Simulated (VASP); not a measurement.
CsSi2:

```
CELL_PARAMETERS angstrom
4.57834 0.00000 0.00000
-2.28917 3.96496 0.00000
0.00000 0.00000 4.93011
ATOMIC_POSITIONS crystal
Cs 0.33333 0.66667 0.00000
Si 0.00000 0.00000 0.28394
Si 0.00000 0.00000 0.71606
```

```yaml
Program: VASP 6.6.1
Task: relaxation of cell and atoms
Functional: PBE
Potentials_or_basis: VASP PAW PBE potentials, release 64 (Cs_sv, Si)
Cutoff: 600 eV
k_mesh: 6 × 6 × 4
Occupations: gaussian, width 0.1 eV
Spin: no spin polarisation
```

At the start: pressure 12.0 GPa; volume 29.83 Å³/atom.

Task: Where does the relaxation end?

Result: Over 30 steps the energy falls by 893.2 meV/atom and the volume is 50.39 Å³/atom (+68.9 %); space group P-6m2 (No. 187, to 0.05 Å).

Step by step:
| step | energy change (eV) | largest force (eV/Å) | pressure (GPa) | volume (Å³) |
| --- | --- | --- | --- | --- |
| 1 | 0.0000 | 0.5092 | 12.01 | 89.50 |
| 2 | -1.3708 | 0.9470 | 2.27 | 121.65 |
| 3 | -1.5718 | 1.2153 | 0.06 | 139.52 |
| 4 | -1.5971 | 1.3454 | -0.68 | 148.65 |
| 5 | -1.8441 | 2.3037 | 1.16 | 156.46 |
| 6 | -1.8857 | 0.6870 | 0.26 | 154.53 |
| 7 | -1.8876 | 0.8715 | 0.34 | 154.82 |
| 8 | -2.0059 | 0.9145 | 0.11 | 159.03 |
| 9 | -2.2411 | 2.1729 | -0.96 | 170.12 |
| 10 | -0.9586 | 4.5845 | 4.25 | 183.79 |
| 11 | -2.1901 | 3.8158 | -0.27 | 172.86 |
| 12 | -2.1921 | 2.7581 | 1.68 | 179.51 |
| 13 | -2.2912 | 3.7835 | 0.41 | 176.29 |
| 14 | -2.2940 | 3.5831 | 0.73 | 177.39 |
| 15 | -2.3097 | 3.3284 | 0.73 | 178.15 |
| 16 | -2.3333 | 2.5300 | 0.78 | 180.40 |
| 17 | -2.3539 | 2.4101 | 0.66 | 180.40 |
| 18 | -2.4088 | 2.0682 | 0.33 | 180.37 |
| 19 | -2.4891 | 1.4623 | -0.28 | 180.29 |
| 20 | -2.5478 | 0.5224 | -1.30 | 180.01 |
| 21 | -2.5589 | 0.4495 | -1.25 | 178.91 |
| 22 | -2.5879 | 0.2425 | -1.09 | 175.63 |
| 23 | -2.6280 | 0.0066 | -0.70 | 169.20 |
| 24 | -2.6339 | 0.4540 | 0.56 | 156.80 |
| 25 | -2.6451 | 0.1954 | -0.15 | 162.85 |
| 26 | -2.6558 | 0.2227 | -0.23 | 161.10 |
| 27 | -2.6675 | 0.2893 | -0.39 | 157.13 |
| 28 | -2.6752 | 0.2282 | -0.18 | 154.43 |
| 29 | -2.6789 | 0.0924 | 0.12 | 151.34 |
| 30 | -2.6797 | 0.0120 | 0.03 | 151.18 |

Final structure:
```cif
data_structure
_symmetry_space_group_name_H-M 'P 1'
_symmetry_Int_Tables_number 1
_cell_length_a 6.2667
_cell_length_b 6.2667
_cell_length_c 4.4450
_cell_angle_alpha 90.000
_cell_angle_beta 90.000
_cell_angle_gamma 120.000
_cell_volume 151.18
loop_
_atom_site_label
_atom_site_type_symbol
_atom_site_fract_x
_atom_site_fract_y
_atom_site_fract_z
_atom_site_occupancy
Cs1 Cs 0.33333 0.66667 0.00000 1
Si1 Si 0.00000 0.00000 0.25506 1
Si2 Si 0.00000 0.00000 0.74494 1
```

Caveat: the volume moved by over 15 % at a fixed basis, so the end points are rough.
